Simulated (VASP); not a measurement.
Runs of VASP 6.6.1 on SiC. The structure is that of space group P6_3mc (No. 186), or close to it. The cells are those of the table. 

```csv
task,level,cell,k mesh,smearing,grid for exact exchange (PRECFOCK),screening parameter,gap on the mesh (eV),pressure (GPa),largest force (eV/Å)
single point,HSE06,"a = 3.014, b = 3.014, c = 4.947 Å, angles 90.0, 90.0, 120.0°, 4 atoms",6 × 6 × 4,gaussian 0.01 eV,Normal,0.2079 1/Å,3.06,13.9,0.02
single point,PBE,"a = 3.045, b = 3.045, c = 4.998 Å, angles 90.0, 90.0, 120.0°, 4 atoms",6 × 6 × 4,gaussian 0.01 eV,-,-,2.21,10.7,-
single point,PBE,"a = 3.106, b = 3.106, c = 5.099 Å, angles 90.0, 90.0, 120.0°, 4 atoms",12 × 12 × 6,fermi-dirac 0.02 eV,-,-,2.33,-2.9,-
single point,PBE,"a = 2.952, b = 2.952, c = 4.846 Å, angles 90.0, 90.0, 120.0°, 4 atoms",12 × 12 × 6,fermi-dirac 0.02 eV,-,-,2.03,38.5,0.01
single point,PBE,"a = 3.014, b = 3.014, c = 4.947 Å, angles 90.0, 90.0, 120.0°, 4 atoms",12 × 12 × 6,fermi-dirac 0.02 eV,-,-,2.16,18.9,-
single point,PBE,"a = 3.137, b = 3.137, c = 5.149 Å, angles 90.0, 90.0, 120.0°, 4 atoms",6 × 6 × 4,gaussian 0.01 eV,-,-,2.38,-8.5,-
single point,PBE,"a = 3.014, b = 3.014, c = 4.947 Å, angles 90.0, 90.0, 120.0°, 4 atoms",6 × 6 × 4,gaussian 0.01 eV,-,-,(c),18.9,-
dielectric tensor,r2SCAN,"a = 2.983, b = 2.983, c = 4.897 Å, angles 90.0, 90.0, 120.0°, 4 atoms",9 × 9 × 4,gaussian 0.01 eV,-,-,2.52,-,-
dielectric tensor,r2SCAN,"a = 3.014, b = 3.014, c = 4.947 Å, angles 90.0, 90.0, 120.0°, 4 atoms",9 × 9 × 4,gaussian 0.01 eV,-,-,(b),-,-
single point,PBE,"a = 2.983, b = 2.983, c = 4.897 Å, angles 90.0, 90.0, 120.0°, 4 atoms",6 × 6 × 4,gaussian 0.01 eV,-,-,2.09,(a),-
single point,PBE,"a = 3.168, b = 3.168, c = 5.200 Å, angles 90.0, 90.0, 120.0°, 4 atoms",6 × 6 × 4,gaussian 0.01 eV,-,-,2.43,-13.5,-
single point,PBE,"a = 2.952, b = 2.952, c = 4.846 Å, angles 90.0, 90.0, 120.0°, 4 atoms",6 × 6 × 4,gaussian 0.01 eV,-,-,2.03,38.5,-
```

Alike in all rows: potentials or basis VASP PAW PBE potentials, release 64 (Si, C); no spin polarisation; cutoff (eV) 520.

Q: Fill in the values left out.

A: (a) 28.1; (b) 2.56; (c) 2.15.

Caveats: the PAW data sets were made with another functional, which shifts forces and pressure a little (some runs).

A k mesh can miss the band edges.
